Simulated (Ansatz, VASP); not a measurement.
Two plane-wave programs on CsPbCl3

Contents of INCAR:

```
  ALGO = Normal
  EDIFF = 1E-6
  ENCUT = 520
  GGA = PE
  ISIF = 2
  ISMEAR = 0
  LASPH = T
  LCHARG = T
  LELF = T
  LREAL = F
  LVHAR = T
  LWAVE = F
  NBANDS = 30
  NELM = 80
  PREC = Accurate
  SIGMA = 0.05
```

File KPOINTS:

```
k-points
0
Gamma
  6 6 6
```

The input POSCAR:

```
CsPbCl3
1.0
    5.7736608501      0.0000000000      0.0000000000
    0.0000000000      5.7736608501      0.0000000000
    0.0000000000      0.0000000000      5.7736608501
Cs Pb Cl
1 1 3
Direct
    0.0000000000      0.0000000000      0.0000000000
    0.5000000000      0.5000000000      0.5000000000
    0.0000000000      0.5000000000      0.5000000000
    0.5000000000      0.5000000000      0.0000000000
    0.5000000000      0.0000000000      0.5000000000
```

Input for Ansatz:

```yaml
crystal:
  lattice:
    - [5.7736608501, 0.0, 0.0]
    - [0.0, 5.7736608501, 0.0]
    - [0.0, 0.0, 5.7736608501]
  atoms:
    - { symbol: Cs, position: [0.0, 0.0, 0.0] }
    - { symbol: Pb, position: [0.5, 0.5, 0.5] }
    - { symbol: Cl, position: [0.0, 0.5, 0.5] }
    - { symbol: Cl, position: [0.5, 0.5, 0.0] }
    - { symbol: Cl, position: [0.5, 0.0, 0.5] }
basis:
  ecutwfc: 420
  ecutrho_ratio: 4
kpoints:
  mp_grid: { grid: [6, 6, 6] }
hamiltonian:
  xc: pbe
scf:
  occupations: { method: gaussian, width: 0.05 }
output:
  forces: true
  stress: true
  eigenvalues: true
```

Alike in both runs: task single point; functional PBE; k mesh 6 × 6 × 6; occupations gaussian, width 0.05 eV; no spin polarisation.

```csv
,VASP,Ansatz
version,VASP 6.6.1,Ansatz 0.2.0
potentials or method,"VASP PAW PBE potentials, release 64 (Cs_sv, Pb_d, Cl), cutoff 520 eV","scalar-relativistic, plane waves, PAW"
valence electrons in the cell,44,44
```

|  | VASP | Ansatz | Ansatz less VASP |
| --- | --- | --- | --- |
| gap on the k mesh at the Fermi level (eV) | 2.29 | 2.28 | -0.008 |
| least direct gap on the mesh (eV) | 2.29 | 2.28 | -0.008 |
| pressure (GPa) | -0.5 | -0.4 | +0.05 |

Neither program's run includes spin-orbit coupling.
